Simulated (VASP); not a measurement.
Set up this calculation in VASP 6.6.1, as the native input.

```yaml
Task: single point
Functional: LDA
Potentials_or_basis: VASP PAW LDA potentials, release 64 (Ru_pv)
Cutoff: 520 eV
k_mesh: 17 × 17 × 17
Occupations: fermi-dirac, width 0.1 eV
Spin: no spin polarisation
Dipole_correction: no
Further_INCAR_settings: ALGO = Normal; EDIFF = 1e-06; NBANDS = 13
```

The structure of Ru lies in POSCAR:

```
Ru
1.0
   -1.4592291109      1.4592291109      1.4592291109
    1.4592291109     -1.4592291109      1.4592291109
    1.4592291109      1.4592291109     -1.4592291109
Ru
1
Direct
    0.0000000000      0.0000000000      0.0000000000
```

This cell differs from its parent crystal: volume scaled by 0.92.

One way to write it, as run:

INCAR

```
SYSTEM = Ru
  PREC = Accurate
  ENCUT = 520
  EDIFF = 1E-6
  ISMEAR = -1
  SIGMA = 0.1
  LREAL = .False.
  LASPH = .True.
  NELM = 60
  ALGO = Normal
  ISIF = 2
  LWAVE = .False.
  LCHARG = .False.
  NBANDS = 13
```

KPOINTS

```
regular mesh
0
Gamma
  17 17 17
  0 0 0
```

Potentials or basis: VASP PAW LDA potentials, release 64 (Ru_pv).

The run is started by

```console
$ cat potpaw_LDA.64/Ru_pv/POTCAR > POTCAR
$ mpirun -np 1 vasp_std > vasp.out
```

Results of the run:

```
Pressure               : 35.0 GPa
Band gap on the k mesh : zero (band 7 reaches 16.63 eV, above the bottom of band 8 at 12.49 eV)
```

Wall time 30 s on 1 thread of Intel Xeon 8259CL (shared host), peak memory 0.14 GiB.
